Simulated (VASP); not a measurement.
# C (R-3m) in VASP: further runs

Runs on C. Level: PBE. Tasks: single point.

Everything below comes from runs of VASP 6.6.1. Logs are shortened: lines on timing, memory, paths and dates and some standing lists are left out, and cuts for length are marked.

**1. The cell of the first run**

Symmetry: R-3m, No. 166, trigonal system. The conventional cell has a = 2.442 Å, b = 2.442 Å, c = 6.186 Å, α = 90.00°, β = 90.00°, γ = 120.00°. Within 2.0 Å of C (site symmetry 3m) lie 4 C at 1.50 to 1.54 Å.

**2. Single point, PBE (epitaxial 111 strain -3.0%)**

Input file INCAR:

```
PREC     = Accurate       # precision mode
ENCUT    = 520            # plane-wave cutoff, eV
EDIFF    = 1E-6           # SCF threshold, eV
ISMEAR   = -1             # smearing method
SIGMA    = 0.02           # smearing width, eV
LREAL    = F              # projectors in reciprocal space
LASPH    = T              # aspherical terms in the spheres
NELM     = 60             # most SCF steps
ALGO     = Normal         # electronic algorithm
ISIF     = 2              # what is computed and relaxed
LWAVE    = F              # write WAVECAR
LCHARG   = T              # write CHGCAR
GGA      = PE             # functional
LELF     = T              # ELF
LVHAR    = T            
NBANDS   = 11             # bands
```

Input file KPOINTS:

```
regular mesh
0
Gamma
  12 12 12
```

Input file POSCAR:

```
C
1.0
    0.0392608608      1.7659812790      1.7659812790
    1.7659812790      0.0392608608      1.7659812790
    1.7659812790      1.7659812790      0.0392608608
C
2
Direct
    0.0002892538      0.0002892538      0.0002892538
    0.2497107462      0.2497107462      0.2497107462
```

Potentials or basis: VASP PAW PBE potentials, release 64 (C).

Launch:

```console
cat potpaw_PBE.64/C/POTCAR > POTCAR
mpirun -np 1 vasp_std > vasp.out
```

OUTCAR:

```text
PREC = Accurate
   ENCUT = 520
   EDIFF = 1E-6
   ISMEAR = -1
   LREAL = F
   LASPH = T
   NELM = 60
   ISIF = 2
   GGA = PE

 ion  position               nearest neighbor table
   1  0.000  0.000  0.000-   2 1.50   2 1.50   2 1.50   2 1.54
   2  0.250  0.250  0.250-   1 1.50   1 1.50   1 1.50   1 1.54

  LATTYP: Found a trigonal (rhomboedric) cell.
 ALAT       =     2.4977832514
 COS(alpha) =     0.5221027288

  Lattice vectors:

 A1 = (   0.0392608608,   1.7659812790,   1.7659812790)
 A2 = (   1.7659812790,   0.0392608608,   1.7659812790)
 A3 = (   1.7659812790,   1.7659812790,   0.0392608608)

Analysis of symmetry for initial positions (statically):
=====================================================================
 Subroutine PRICEL returns:
 Original cell was already a primitive cell.

 Routine SETGRP: Setting up the symmetry group for a
 trigonal (rhombohedral) supercell.

 Subroutine GETGRP returns: Found 12 space group operations
 (whereof  6 operations were pure point group operations)
 out of a pool of 12 trial point group operations.

The static configuration has the point symmetry C_3v.
 The point group associated with its full space group is D_3d.

Analysis of symmetry for dynamics (positions and initial velocities):
=====================================================================
 Subroutine PRICEL returns:
 Original cell was already a primitive cell.

 Routine SETGRP: Setting up the symmetry group for a
 trigonal (rhombohedral) supercell.

 Subroutine GETGRP returns: Found 12 space group operations
 (whereof  6 operations were pure point group operations)
 out of a pool of 12 trial point group operations.

The dynamic configuration has the point symmetry C_3v.
 The point group associated with its full space group is D_3d.

 Subroutine INISYM returns: Found 12 space group operations
 (whereof  6 operations are pure point group operations),
 and found     1 'primitive' translations

----------------------------------------------------------------------------------------

                                     Primitive cell

  volume of cell :      10.6478

  direct lattice vectors                    reciprocal lattice vectors
     0.039260861  1.765981279  1.765981279    -0.292749672  0.286382879  0.286382879
     1.765981279  0.039260861  1.765981279     0.286382879 -0.292749672  0.286382879
     1.765981279  1.765981279  0.039260861     0.286382879  0.286382879 -0.292749672

  length of vectors
     2.497783251  2.497783251  2.497783251     0.499732605  0.499732605  0.499732605

  position of ions in fractional coordinates (direct lattice)
     0.000289254  0.000289254  0.000289254
     0.249710746  0.249710746  0.249710746

  ion indices of the primitive-cell ions
   primitive index   ion index
                 1           1
                 2           2

----------------------------------------------------------------------------------------

 KPOINTS: regular mesh

Automatic generation of k-mesh.
 Grid dimensions read from file:
 generate k-points for:   12   12   12

 Generating k-lattice:

  Cartesian coordinates                     Fractional coordinates (reciprocal lattice)
    -0.024395806  0.023865240  0.023865240     0.083333333  0.000000000 -0.000000000
     0.023865240 -0.024395806  0.023865240     0.000000000  0.083333333 -0.000000000
     0.023865240  0.023865240 -0.024395806     0.000000000  0.000000000  0.083333333

  Length of vectors
     0.041644384  0.041644384  0.041644384

  Shift w.r.t. Gamma in fractional coordinates (k-lattice)
     0.000000000  0.000000000  0.000000000

 Subroutine IBZKPT returns following result:
 ===========================================

 Found    189 irreducible k-points:

 Following reciprocal coordinates:
            Coordinates               Weight
  0.000000  0.000000  0.000000      1.000000
  0.083333  0.000000  0.000000      6.000000
  0.166667 -0.000000 -0.000000      6.000000
  0.250000  0.000000 -0.000000      6.000000
  0.333333  0.000000  0.000000      6.000000
  0.416667  0.000000  0.000000      6.000000
[... 16 lines left out ...]
  0.500000  0.166667 -0.000000     12.000000
 -0.416667  0.166667  0.000000     12.000000
 [... further k-points ...]
   k-points           NKPTS =    189   k-points in BZ     NKDIM =    189   number of bands    NBANDS=     11
   number of dos      NEDOS =    301   number of ions     NIONS =      2
   total plane-waves  NPLWV =   8000
   dimension x,y,z NGX =    20 NGY =   20 NGZ =   20
   dimension x,y,z NGXF=    40 NGYF=   40 NGZF=   40
   ions per type =               2
   NGX,Y,Z   is equivalent  to a cutoff of  13.31, 13.31, 13.31 a.u.
   NGXF,Y,Z  is equivalent  to a cutoff of  26.62, 26.62, 26.62 a.u.
 SYSTEM =  unknown system
   PREC   = accura    normal or accurate (medium, high low for compatibility)
   ISTART =      0    job   : 0-new  1-cont  2-samecut
   ICHARG =      2    charge: 1-file 2-atom 10-const
   ISPIN  =      1    spin polarized calculation?
   LNONCOLLINEAR =      F non collinear calculations
   LSORBIT =      F    spin-orbit coupling
   LASPH  =      T    aspherical Exc in radial PAW
   ENCUT  =  520.0 eV  38.22 Ry    6.18 a.u.   4.64  4.64  4.64*2*pi/ulx,y,z
   NELM   =     60;   NELMIN=  2; NELMDL= -5     # of ELM steps
   EDIFF  = 0.1E-05   stopping-criterion for ELM
   LREAL  =      F    real-space projection
   EDIFFG = 0.1E-04   stopping-criterion for IOM
   NSW    =      0    number of steps for IOM
   IBRION =     -1    ionic relax: 0-MD 1-quasi-New 2-CG
   NFREE  =      0    steps in history (QN), initial steepest desc. (CG)
   ISIF   =      2    stress and relaxation
   ISYM   =      2    0-nonsym 1-usesym 2-fastsym
   POTIM  = 0.5000    time-step for ionic-motion
   TEBEG  =    0.0;   TEEND  =   0.0 temperature during run
   PSTRESS=    0.0 pullay stress
   NELECT =       8.0000    total number of electrons
   NUPDOWN=      -1.0000    fix difference up-down
   EMIN   =  10.00;   EMAX   =-10.00  energy-range for DOS
   EFERMI =   0.00;   METHOD = LEGACY
   ISMEAR =    -1;   SIGMA  =   0.02  broadening in eV -4-tet -1-fermi 0-gaus
   EFERMI_NEDOS =   21; number of points for ismear=-14 and -15
   IALGO  =     38    algorithm
   IMIX   =      4    mixing-type and parameters
     AMIX     =   0.40;   BMIX     =  1.00
     AMIX_MAG =   1.60;   BMIX_MAG =  1.00
  volume/ion in A,a.u.               =       5.32        35.93
  Fermi-wavevector in a.u.,A,eV,Ry     =   1.488279  2.812440 30.136572  2.214976
  Thomas-Fermi vector in A             =   2.601334
   LORBIT       =      0    0 simple, 1 ext, 2 COOP (PROOUT), +10 PAW based schemes
   GGA     = PE    functional components
   LHFCALC =     F    Hartree Fock is set to
   AEXX    =    0.0000 exact exchange contribution
   IVDW    =     0    specifies the selected vdW correction
   LEPSILON=     F    determine dielectric tensor
   LRPA    =     F    only Hartree local field effects (RPA)
 non-spin polarized calculation
  energy-cutoff  :      520.00
  volume of cell :       10.65
 maximum number of plane-waves:       297
   NGX =  9   NGY =  9   NGZ =  9

 number of electron       8.0000000 magnetization

 Free energy of the ion-electron system (eV)
  ---------------------------------------------------
  ext. energy  EPLUGINS =         0.00000000
  ---------------------------------------------------
  free energy    TOTEN  =       -18.07615739 eV

  energy without entropy =      -18.07615739  energy(sigma->0) =      -18.07615739

 E-fermi :  11.0725     XC(G=0): -13.5711

 val. band max:       10.7220352681   @ k =   0.0000   0.0000   0.0000
 cond. band min:      14.9135031660   @ k =   0.4167   0.4167  -0.0000
 fundamental gap:      4.1914678979
 Fermi energy:        11.0725317573

 k-point     1 :       0.0000    0.0000    0.0000
  band No.  band energies     occupation
      1     -11.6836      2.00000
      2      10.5469      2.00000
      3      10.7220      2.00000
      4      10.7220      2.00000
      5      15.7151      0.00000
      6      16.7653      0.00000
      7      16.7653      0.00000
      8      25.5704      0.00000
      9      30.8253      0.00000
     10      37.9321      0.00000
     11      37.9321      0.00000

 k-point     2 :       0.0833    0.0000    0.0000
  band No.  band energies     occupation
      1     -11.4797      2.00000
      2       9.4653      2.00000
      3      10.1996      2.00000
      4      10.3602      2.00000
      5      16.2359      0.00000
      6      17.2258      0.00000
      7      17.4276      0.00000
      8      25.6893      0.00000
      9      31.1512      0.00000
     10      35.4161      0.00000
     11      35.8153      0.00000

 k-point     3 :       0.1667   -0.0000   -0.0000
  band No.  band energies     occupation
      1     -10.8699      2.00000
      2       6.8591      2.00000
      3       9.4376      2.00000
      4       9.5764      2.00000
      5      17.2828      0.00000
      6      18.2081      0.00000
      7      18.5224      0.00000
      8      26.0091      0.00000
      9      31.7606      0.00000
     10      33.6585      0.00000
     11      34.2351      0.00000

 k-point     4 :       0.2500    0.0000   -0.0000
  band No.  band energies     occupation
      1      -9.8618      2.00000
      2       3.8998      2.00000
      3       8.6783      2.00000
      4       8.7689      2.00000
      5      18.2082      0.00000
      6      19.0819      0.00000
      7      19.3709      0.00000
      8      26.4104      0.00000
      9      32.0084      0.00000
     10      33.2825      0.00000
     11      33.9571      0.00000
[... 239 lines left out ...]
 k-point    22 :       0.4167    0.1667   -0.0000
  band No.  band energies     occupation
      1      -7.2801      2.00000
      2       0.6185      2.00000
      3       6.1005      2.00000
      4       6.1949      2.00000
      5      17.3721      0.00000
      6      21.9055      0.00000
      7      22.6007      0.00000
      8      24.3301      0.00000
      9      32.6301      0.00000
     10      34.1209      0.00000
     11      38.5496      0.00000

 k-point    23 :       0.5000    0.1667   -0.0000
  band No.  band energies     occupation
      1      -5.5407      2.00000
      2      -1.8255      2.00000
      3       5.3667      2.00000
      4       6.2974      2.00000
      5      17.7398      0.00000
      6      21.5666      0.00000
      7      22.7518      0.00000
      8      26.0538      0.00000
      9      31.5742      0.00000
     10      35.6460      0.00000
     11      37.7558      0.00000

 k-point    24 :      -0.4167    0.1667    0.0000
  band No.  band energies     occupation
      1      -4.9604      2.00000
      2      -2.5168      2.00000
      3       4.8739      2.00000
      4       6.7279      2.00000
      5      18.1956      0.00000
      6      21.0232      0.00000
      7      22.6966      0.00000
      8      27.0912      0.00000
      9      30.9415      0.00000
     10      35.2907      0.00000
     11      36.5926      0.00000

 [... further k-points ...]
[... 5 lines left out ...]
  --------------------------------------------------------------------------------------
  -------------------------------------------------------------------------------------
  Total        2.2960947      2.2960947      2.2960947     -0.9608480     -0.9608480     -0.9608480
  in kB      345.4930372    345.4930372    345.4930372   -144.5786605   -144.5786605   -144.5786605
  external PRESSURE =     345.4930372 kB  Pullay stress =       0.0000000 kB

 VOLUME and BASIS-vectors are now :
 -----------------------------------------------------------------------------
  energy-cutoff  :      520.00
  volume of cell :       10.65
      direct lattice vectors                 reciprocal lattice vectors
     0.039260861  1.765981279  1.765981279    -0.292749672  0.286382879  0.286382879
     1.765981279  0.039260861  1.765981279     0.286382879 -0.292749672  0.286382879
     1.765981279  1.765981279  0.039260861     0.286382879  0.286382879 -0.292749672

 POSITION                                       TOTAL-FORCE (eV/Angst)
 -----------------------------------------------------------------------------------
      0.00103      0.00103      0.00103         0.033575      0.033575      0.033575
      0.89177      0.89177      0.89177        -0.033575     -0.033575     -0.033575
 -----------------------------------------------------------------------------------
    total drift:                               -0.000000     -0.000000     -0.000000

  FREE ENERGIE OF THE ION-ELECTRON SYSTEM (eV)
  ---------------------------------------------------
  free  energy   TOTEN  =       -18.0761573905 eV

  energy  without entropy=      -18.0761573905  energy(sigma->0) =      -18.07615739
```

Wall time 14 s (1 thread of Intel Xeon 6975P-C, shared host); peak memory 0.13 GiB.

Results:

| Item | Value |
| --- | --- |
| Free energy | -18.0762 eV |
| Pressure | 34.5 GPa |
| Largest force | 0.058 eV/Å |
| Band gap on the k mesh | 4.19 eV, indirect (least direct gap 4.99 eV) |

Forces in eV/Å, atoms in the order of the input:
```
C    0.034  0.034  0.034
C   -0.034 -0.034 -0.034
```

Caveat: the cell differs from its parent crystal (epitaxial 111 strain -3.0%).

(Part 1 of 2 ends here.)
